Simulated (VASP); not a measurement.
SnO2 (Cassiterite), 6 atoms in the cell. It takes space group P4_2/mnm (No. 136, tetragonal). Conventional cell: a = 4.738 Å, b = 4.738 Å, c = 3.187 Å, α = 90.00°, β = 90.00°, γ = 90.00°. Within 2.7 Å of Sn (site symmetry mmm) lie 6 O at 2.05 to 2.06 Å. Within 2.7 Å of O (site symmetry m2m) lie 3 Sn at 2.05 to 2.06 Å and 1 O at 2.59 Å. 

| Item | Value |
| --- | --- |
| Program | VASP 6.6.1 |
| Task | relaxation of cell and atoms |
| Functional | LDA |
| Potentials or basis | VASP PAW LDA potentials, release 64 (Sn_d, O) |
| Cutoff | 600 eV |
| k mesh | 6 × 6 × 8 |
| Occupations | gaussian, width 0.02 eV |
| Spin | no spin polarisation |
| Dipole correction | no |
| Further INCAR settings | ALGO = Normal; EDIFF = 1e-07; IBRION = 2; EDIFFG = -0.005; NSW = 100; ISIF = 3 |

Potentials or basis: VASP PAW LDA potentials, release 64 (Sn_d, O).

Command:

```console
$ cat potpaw_LDA.64/Sn_d/POTCAR potpaw_LDA.64/O/POTCAR > POTCAR
$ mpirun -np 1 vasp_std > vasp.out
```

Hardware: 1 thread of AMD EPYC 7R43 64-Core Processor (Zen 3) (shared host).

Problem. Estimate the wall time of this run.

Solution. Run time: 13 min on 1 thread of AMD EPYC 7R43 64-Core Processor (Zen 3) (shared host), peak memory 0.22 GiB. Counts: scf iterations 52, k points 50, ion steps 7.
